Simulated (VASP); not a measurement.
# Rh (P6/mmm) in VASP: notebook

Runs on Rh. Level: PBE. Tasks: single point.

Program: VASP 6.6.1. These are calculated values, not measurements. Logs are shortened: lines on timing, memory, paths and dates and some standing lists are left out, and cuts for length are marked.

## 1. The cell of the first run

Symmetry: P6/mmm, No. 191, hexagonal system. The conventional cell has a = 4.168 Å, b = 4.168 Å, c = 2.537 Å, α = 90.00°, β = 90.00°, γ = 120.00°. Within 3.3 Å of Rh (site symmetry 6/mmm) lie 14 Rh at 2.54 to 2.72 Å. Within 3.2 Å of Rh (site symmetry -6m2) lie 11 Rh at 2.41 to 2.72 Å.

## 2. Single point, PBE (volume scaled by 0.88)

Input file INCAR:

```
SYSTEM = Rh
PREC     = Accurate       ! precision mode
ENCUT    = 520            ! plane-wave cutoff, eV
EDIFF    = 1E-6           ! SCF threshold, eV
ISMEAR   = -1             ! smearing method
SIGMA    = 0.08           ! smearing width, eV
LREAL    = .FALSE.        ! projectors in reciprocal space
LASPH    = .TRUE.         ! aspherical terms in the spheres
NELM     = 80             ! most SCF steps
ALGO     = Normal         ! electronic algorithm
ISIF     = 2              ! what is computed and relaxed
LWAVE    = .FALSE.        ! write WAVECAR
LCHARG   = .FALSE.        ! write CHGCAR
GGA      = PE             ! functional
NBANDS   = 30             ! bands
```

Input file KPOINTS:

```
Automatic mesh
0
G
  8 8 11
  0 0 0
```

Input file POSCAR:

```
Rh
1.0
    4.1677612943      0.0000000000      0.0000000000
   -2.0838806472      3.6093871578      0.0000000000
    0.0000000000      0.0000000000      2.5367193445
Rh
3
Direct
    0.0000000000      0.0000000000      0.0000000000
    0.3333333333      0.6666666667      0.5000000000
    0.6666666667      0.3333333333      0.5000000000
```

Potentials or basis: VASP PAW PBE potentials, release 64 (Rh_pv).

Started as:

```
$ cat potpaw_PBE.64/Rh_pv/POTCAR > POTCAR
$ mpirun -np 1 vasp_std > vasp.out
```

OUTCAR:

```text
SYSTEM = Rh
   PREC = Accurate
   ENCUT = 520
   EDIFF = 1E-6
   ISMEAR = -1
   LREAL = .FALSE.
   LASPH = .TRUE.
   NELM = 80
   ISIF = 2
   GGA = PE

 ion  position               nearest neighbor table
   1  0.000  0.000  0.000-   2 2.72   3 2.72   2 2.72   3 2.72   3 2.72   3 2.72   2 2.72   2 2.72
                             3 2.72   3 2.72   2 2.72   2 2.72
   2  0.333  0.667  0.500-   3 2.41   3 2.41   3 2.41   1 2.72   1 2.72   1 2.72   1 2.72   1 2.72
                             1 2.72
   3  0.667  0.333  0.500-   2 2.41   2 2.41   2 2.41   1 2.72   1 2.72   1 2.72   1 2.72   1 2.72
                             1 2.72

  LATTYP: Found a hexagonal cell.
 ALAT       =     4.1677612943
 C/A-ratio  =     0.6086527431

  Lattice vectors:

 A1 = (   4.1677612943,   0.0000000000,   0.0000000000)
 A2 = (  -2.0838806472,   3.6093871578,   0.0000000000)
 A3 = (   0.0000000000,   0.0000000000,   2.5367193445)

Analysis of symmetry for initial positions (statically):
=====================================================================
 Subroutine PRICEL returns:
 Original cell was already a primitive cell.

 Routine SETGRP: Setting up the symmetry group for a
 hexagonal supercell.

 Subroutine GETGRP returns: Found 24 space group operations
 (whereof 24 operations were pure point group operations)
 out of a pool of 24 trial point group operations.

The static configuration has the point symmetry D_6h.

Analysis of symmetry for dynamics (positions and initial velocities):
=====================================================================
 Subroutine PRICEL returns:
 Original cell was already a primitive cell.

 Routine SETGRP: Setting up the symmetry group for a
 hexagonal supercell.

 Subroutine GETGRP returns: Found 24 space group operations
 (whereof 24 operations were pure point group operations)
 out of a pool of 24 trial point group operations.

The dynamic configuration has the point symmetry D_6h.

 Subroutine INISYM returns: Found 24 space group operations
 (whereof 24 operations are pure point group operations),
 and found     1 'primitive' translations

----------------------------------------------------------------------------------------

                                     Primitive cell

  volume of cell :      38.1600

  direct lattice vectors                    reciprocal lattice vectors
     4.167761294  0.000000000  0.000000000     0.239936966  0.138527672  0.000000000
    -2.083880647  3.609387158  0.000000000     0.000000000  0.277055344  0.000000000
     0.000000000  0.000000000  2.536719344     0.000000000  0.000000000  0.394209948

  length of vectors
     4.167761294  4.167761294  2.536719344     0.277055344  0.277055344  0.394209948

  position of ions in fractional coordinates (direct lattice)
     0.000000000  0.000000000  0.000000000
     0.333333333  0.666666667  0.500000000
     0.666666667  0.333333333  0.500000000

  ion indices of the primitive-cell ions
   primitive index   ion index
                 1           1
                 2           2
                 3           3

----------------------------------------------------------------------------------------

 KPOINTS: Automatic mesh

Automatic generation of k-mesh.
 Grid dimensions read from file:
 generate k-points for:    8    8   11

 Generating k-lattice:

  Cartesian coordinates                     Fractional coordinates (reciprocal lattice)
     0.029992121  0.017315959  0.000000000     0.125000000  0.000000000  0.000000000
     0.000000000  0.034631918  0.000000000     0.000000000  0.125000000  0.000000000
     0.000000000  0.000000000  0.035837268     0.000000000  0.000000000  0.090909091

  Length of vectors
     0.034631918  0.034631918  0.035837268

  Shift w.r.t. Gamma in fractional coordinates (k-lattice)
     0.000000000  0.000000000  0.000000000

 Subroutine IBZKPT returns following result:
 ===========================================

 Found     60 irreducible k-points:

 Following reciprocal coordinates:
            Coordinates               Weight
  0.000000  0.000000  0.000000      1.000000
  0.125000  0.000000  0.000000      6.000000
  0.250000  0.000000  0.000000      6.000000
  0.375000  0.000000  0.000000      6.000000
  0.500000  0.000000  0.000000      3.000000
  0.125000  0.125000  0.000000      6.000000
[... 16 lines left out ...]
  0.250000  0.000000  0.181818     12.000000
  0.375000  0.000000  0.181818     12.000000
 [... further k-points ...]
   k-points           NKPTS =     60   k-points in BZ     NKDIM =     60   number of bands    NBANDS=     30
   number of dos      NEDOS =    301   number of ions     NIONS =      3
   total plane-waves  NPLWV =  20480
   dimension x,y,z NGX =    32 NGY =   32 NGZ =   20
   dimension x,y,z NGXF=    64 NGYF=   64 NGZF=   40
   ions per type =               3
   NGX,Y,Z   is equivalent  to a cutoff of  12.76, 12.76, 13.11 a.u.
   NGXF,Y,Z  is equivalent  to a cutoff of  25.53, 25.53, 26.21 a.u.
 SYSTEM =  Rh
   PREC   = accura    normal or accurate (medium, high low for compatibility)
   ISTART =      0    job   : 0-new  1-cont  2-samecut
   ICHARG =      2    charge: 1-file 2-atom 10-const
   ISPIN  =      1    spin polarized calculation?
   LNONCOLLINEAR =      F non collinear calculations
   LSORBIT =      F    spin-orbit coupling
   LASPH  =      T    aspherical Exc in radial PAW
   ENCUT  =  520.0 eV  38.22 Ry    6.18 a.u.   7.75  7.75  4.72*2*pi/ulx,y,z
   NELM   =     80;   NELMIN=  2; NELMDL= -5     # of ELM steps
   EDIFF  = 0.1E-05   stopping-criterion for ELM
   LREAL  =      F    real-space projection
   EDIFFG = 0.1E-04   stopping-criterion for IOM
   NSW    =      0    number of steps for IOM
   IBRION =     -1    ionic relax: 0-MD 1-quasi-New 2-CG
   NFREE  =      0    steps in history (QN), initial steepest desc. (CG)
   ISIF   =      2    stress and relaxation
   ISYM   =      2    0-nonsym 1-usesym 2-fastsym
   POTIM  = 0.5000    time-step for ionic-motion
   TEBEG  =    0.0;   TEEND  =   0.0 temperature during run
   PSTRESS=    0.0 pullay stress
   NELECT =      45.0000    total number of electrons
   NUPDOWN=      -1.0000    fix difference up-down
   EMIN   =  10.00;   EMAX   =-10.00  energy-range for DOS
   EFERMI =   0.00;   METHOD = LEGACY
   ISMEAR =    -1;   SIGMA  =   0.08  broadening in eV -4-tet -1-fermi 0-gaus
   EFERMI_NEDOS =   21; number of points for ismear=-14 and -15
   IALGO  =     38    algorithm
   IMIX   =      4    mixing-type and parameters
     AMIX     =   0.40;   BMIX     =  1.00
     AMIX_MAG =   1.60;   BMIX_MAG =  1.00
  volume/ion in A,a.u.               =      12.72        85.84
  Fermi-wavevector in a.u.,A,eV,Ry     =   1.729588  3.268448 40.701502  2.991476
  Thomas-Fermi vector in A             =   2.804305
   LORBIT       =      0    0 simple, 1 ext, 2 COOP (PROOUT), +10 PAW based schemes
   GGA     = PE    functional components
   LHFCALC =     F    Hartree Fock is set to
   AEXX    =    0.0000 exact exchange contribution
   IVDW    =     0    specifies the selected vdW correction
   LEPSILON=     F    determine dielectric tensor
   LRPA    =     F    only Hartree local field effects (RPA)
 non-spin polarized calculation
  energy-cutoff  :      520.00
  volume of cell :       38.16
 maximum number of plane-waves:      1048
 NGX is ok and might be reduce to    32
   NGX = 15   NGY = 15   NGZ =  9

 number of electron      45.0000003 magnetization

 Free energy of the ion-electron system (eV)
  ---------------------------------------------------
  ext. energy  EPLUGINS =         0.00000000
  ---------------------------------------------------
  free energy    TOTEN  =       -20.54690108 eV

  energy without entropy =      -20.44338385  energy(sigma->0) =      -20.49514246

 E-fermi :  13.4396     XC(G=0): -14.5198

 val. band max:       13.4341139379   @ k =   0.3750   0.1250   0.0909
 cond. band min:      13.4440133646   @ k =   0.3750   0.2500   0.2727
 fundamental gap:      0.0098994267
 Fermi energy:        13.4395658711

 k-point     1 :       0.0000    0.0000    0.0000
  band No.  band energies     occupation
      1     -34.0179      2.00000
      2     -34.0179      2.00000
      3     -33.5508      2.00000
      4     -33.5508      2.00000
      5     -33.2375      2.00000
      6     -33.0490      2.00000
[... 22 lines left out ...]
     29      22.5807      0.00000
     30      23.4083      0.00000

 k-point     2 :       0.1250    0.0000    0.0000
  band No.  band energies     occupation
      1     -34.0481      2.00000
      2     -34.0171      2.00000
      3     -33.5095      2.00000
      4     -33.5030      2.00000
      5     -33.2281      2.00000
      6     -33.0993      2.00000
[... 22 lines left out ...]
     29      24.3428      0.00000
     30      24.7342      0.00000

 k-point     3 :       0.2500    0.0000    0.0000
  band No.  band energies     occupation
      1     -34.1079      2.00000
      2     -33.9878      2.00000
      3     -33.4163      2.00000
      4     -33.4071      2.00000
      5     -33.2285      2.00000
      6     -33.2024      2.00000
[... 22 lines left out ...]
     29      25.8660      0.00000
     30      26.7609      0.00000

 k-point     4 :       0.3750    0.0000    0.0000
  band No.  band energies     occupation
      1     -34.1568      2.00000
      2     -33.9071      2.00000
      3     -33.4430      2.00000
      4     -33.3126      2.00000
      5     -33.2770      2.00000
      6     -33.1688      2.00000
[... 22 lines left out ...]
     29      28.0404      0.00000
     30      28.1751      0.00000

 k-point     5 :       0.5000    0.0000    0.0000
  band No.  band energies     occupation
      1     -34.1750      2.00000
      2     -33.8366      2.00000
      3     -33.5432      2.00000
      4     -33.2487      2.00000
      5     -33.2308      2.00000
      6     -33.2046      2.00000
[... 22 lines left out ...]
     29      28.5275      0.00000
     30      29.2157      0.00000
[... 526 lines left out ...]
     29      23.6111      0.00000
     30      23.6111      0.00000

 k-point    22 :       0.1250    0.0000    0.1818
  band No.  band energies     occupation
      1     -34.0175      2.00000
      2     -33.9874      2.00000
      3     -33.4833      2.00000
      4     -33.4590      2.00000
      5     -33.3916      2.00000
      6     -33.2725      2.00000
[... 22 lines left out ...]
     29      24.6461      0.00000
     30      25.4763      0.00000

 k-point    23 :       0.2500    0.0000    0.1818
  band No.  band energies     occupation
      1     -34.0672      2.00000
      2     -33.9565      2.00000
      3     -33.4513      2.00000
      4     -33.3820      2.00000
      5     -33.3363      2.00000
      6     -33.3208      2.00000
[... 22 lines left out ...]
     29      26.2324      0.00000
     30      26.9933      0.00000

 k-point    24 :       0.3750    0.0000    0.1818
  band No.  band energies     occupation
      1     -34.1093      2.00000
      2     -33.8914      2.00000
      3     -33.4584      2.00000
      4     -33.3911      2.00000
      5     -33.2954      2.00000
      6     -33.2947      2.00000
[... 22 lines left out ...]
     29      28.0770      0.00000
     30      28.9770      0.00000

 [... further k-points ...]
[... 5 lines left out ...]
  --------------------------------------------------------------------------------------
  -------------------------------------------------------------------------------------
  Total       10.1012414     10.1012414     10.0647489     -0.0000000      0.0000000      0.0000000
  in kB      424.1081366    424.1081366    422.5759716     -0.0000000      0.0000000      0.0000000
  external PRESSURE =     423.5974149 kB  Pullay stress =       0.0000000 kB

 VOLUME and BASIS-vectors are now :
 -----------------------------------------------------------------------------
  energy-cutoff  :      520.00
  volume of cell :       38.16
      direct lattice vectors                 reciprocal lattice vectors
     4.167761294  0.000000000  0.000000000     0.239936966  0.138527672  0.000000000
    -2.083880647  3.609387158  0.000000000     0.000000000  0.277055344  0.000000000
     0.000000000  0.000000000  2.536719344     0.000000000  0.000000000  0.394209948

 POSITION                                       TOTAL-FORCE (eV/Angst)
 -----------------------------------------------------------------------------------
      0.00000      0.00000      0.00000        -0.000000      0.000000      0.000000
     -0.00000      2.40626      1.26836         0.000000     -0.000000      0.000000
      2.08388      1.20313      1.26836        -0.000000      0.000000      0.000000
 -----------------------------------------------------------------------------------
    total drift:                               -0.000000      0.000000      0.000000

  FREE ENERGIE OF THE ION-ELECTRON SYSTEM (eV)
  ---------------------------------------------------
  free  energy   TOTEN  =       -20.5469010804 eV

  energy  without entropy=      -20.4433838491  energy(sigma->0) =      -20.49514246
```

Wall time 39 s (1 thread of Intel Xeon Platinum 8259CL at 2.50GHz (Skylake/Cascade Lake), shared host); peak memory 0.18 GiB.

What came out:

| Property | Result |
| --- | --- |
| Free energy | -20.5469 eV |
| Pressure | 42.4 GPa |

Stress tensor (GPa, compression positive):
```
42.41  0.00  0.00
 0.00 42.41  0.00
 0.00  0.00 42.26
```

Caveat: the cell differs from its parent crystal (volume scaled by 0.88).

## 3. Single point, PBE

This run uses another cell than the first one, of 14.45 Å³/atom, 1.136 times its volume.

Input file INCAR:

```
SYSTEM = Rh
PREC = Accurate
ENCUT = 520
EDIFF = 1E-7
ISMEAR = -1
SIGMA = 0.08
LREAL = .FALSE.
LASPH = .TRUE.
NELM = 100
ALGO = Normal
ISIF = 2
LWAVE = .FALSE.
LCHARG = .TRUE.
GGA = PE
LELF = .TRUE.
LVHAR = .TRUE.
NBANDS = 30
```

Input file KPOINTS:

```
regular mesh
0
G
  8 8 11
  0 0 0
```

Input file POSCAR:

```
Rh
1.0
    4.3405629463      0.0000000000      0.0000000000
   -2.1702814731      3.7590377782      0.0000000000
    0.0000000000      0.0000000000      2.6576837770
Rh
3
Direct
    0.0000000000      0.0000000000      0.0000000000
    0.3333333333      0.6666666667      0.5000000000
    0.6666666667      0.3333333333      0.5000000000
```

Potentials or basis: VASP PAW PBE potentials, release 64 (Rh_pv).

Started as:

```
$ cat potpaw_PBE.64/Rh_pv/POTCAR > POTCAR
$ mpirun -np 1 vasp_std > vasp.out
```

Wall time 45 s (1 thread of Intel Xeon Platinum 8259CL at 2.50GHz (Skylake/Cascade Lake), shared host); peak memory 0.19 GiB.

The run converged. Its results:

| Quantity | Value |
| --- | --- |
| Free energy | -21.1552 eV |
| Pressure | 0.0 GPa |

Levels at points of the mesh, in eV from the Fermi level:
```csv
k point,band 21,band 22,band 23,band 24,band 25,band 26
"(0.00, 0.00, 0.00)",-1.56,-1.49,-1.49,0.72,0.72,8.24
"(0.50, 0.00, 0.00)",-0.23,0.06,0.10,0.12,0.40,0.78
```

## 4. Single point, PBE (volume scaled by 0.43)

Input file INCAR:

```
SYSTEM = Rh
ALGO     = Normal         ! electronic algorithm
EDIFF    = 1E-6           ! SCF threshold, eV
ENCUT    = 530            ! plane-wave cutoff, eV
GGA      = PE             ! functional
GGA_COMPAT= .False.      
ISIF     = 2              ! what is computed and relaxed
ISMEAR   = -1             ! smearing method
LASPH    = .True.         ! aspherical terms in the spheres
LCHARG   = .False.        ! write CHGCAR
LREAL    = .False.        ! projectors in reciprocal space
LWAVE    = .False.        ! write WAVECAR
NBANDS   = 32             ! bands
NELM     = 120            ! most SCF steps
PREC     = Accurate       ! precision mode
SIGMA    = 0.08           ! smearing width, eV
```

Input file KPOINTS:

```
k-points
0
Gamma
  8 8 11
  0 0 0
```

Input file POSCAR:

```
Rh
1.0
    3.3026147338      0.0000000000      0.0000000000
   -1.6513073669      2.8601482584      0.0000000000
    0.0000000000      0.0000000000      1.9740040993
Rh
3
Direct
    0.0000000000      0.0000000000      0.0000000000
    0.3333333333      0.6666666667      0.5000000000
    0.6666666667      0.3333333333      0.5000000000
```

Potentials or basis: VASP PAW PBE potentials, release 64 (Rh_sv_GW).

Started as:

```
$ cat potpaw_PBE.64/Rh_sv_GW/POTCAR > POTCAR
$ mpirun -np 1 vasp_std > vasp.out
```

Run time: 24 s. Hardware: 1 thread of Intel Xeon 6975P-C (Granite Rapids), shared host; peak memory 0.16 GiB.

The run converged, but its numbers aren't listed here, since they failed a check.

Caveat: the cell differs from its parent crystal (volume scaled by 0.43).
